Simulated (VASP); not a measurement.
Na4TeC:

```
Na Te C
1.0
     4.83039    0.00000    0.00000
     0.00000    4.83039    0.00000
     0.00000    0.00000    6.83121
Na Te C
4 1 1
Direct
  0.50000 0.00000 0.25000
  0.00000 0.50000 0.75000
  0.50000 0.00000 0.75000
  0.00000 0.50000 0.25000
  0.50000 0.50000 0.50000
  0.00000 0.00000 0.00000
```

| Item | Value |
| --- | --- |
| Program | VASP 6.6.1 |
| Task | relaxation of cell and atoms |
| Functional | PBE |
| Potentials or basis | VASP PAW PBE potentials, release 64 (Na_pv, Te, C) |
| Cutoff | 600 eV |
| k mesh | 4 × 4 × 4 |
| Occupations | gaussian, width 0.1 eV |
| Spin | no spin polarisation |

At the start: pressure 1.0 GPa; volume 26.57 Å³/atom.

Task: How do energy, volume and symmetry change on relaxing?

Result: Over 6 steps the energy falls by 51.5 meV/atom and the volume is 26.47 Å³/atom (-0.4 %); space group P4/mmm (No. 123, to 0.05 Å).

Step by step:
```csv
step,energy change (eV),largest force (eV/Å),pressure (GPa),volume (Å³)
1,0.0000,0.7075,1.04,159.39
2,-0.1033,0.5464,0.24,163.39
3,-0.1948,0.2643,-1.03,171.51
4,-0.1966,0.2289,-1.17,172.67
5,-0.2588,0.1599,-0.82,167.51
6,-0.3090,0.0156,-0.05,158.82
```

Final structure:
```
Na Te C
1.0
     4.76574    0.00000    0.00000
     0.00000    4.76574    0.00000
     0.00000    0.00000    6.99273
Na Te C
4 1 1
Direct
  0.50000 0.00000 0.22014
  0.00000 0.50000 0.77986
  0.50000 0.00000 0.77986
  0.00000 0.50000 0.22014
  0.50000 0.50000 0.50000
  0.00000 0.00000 0.00000
```
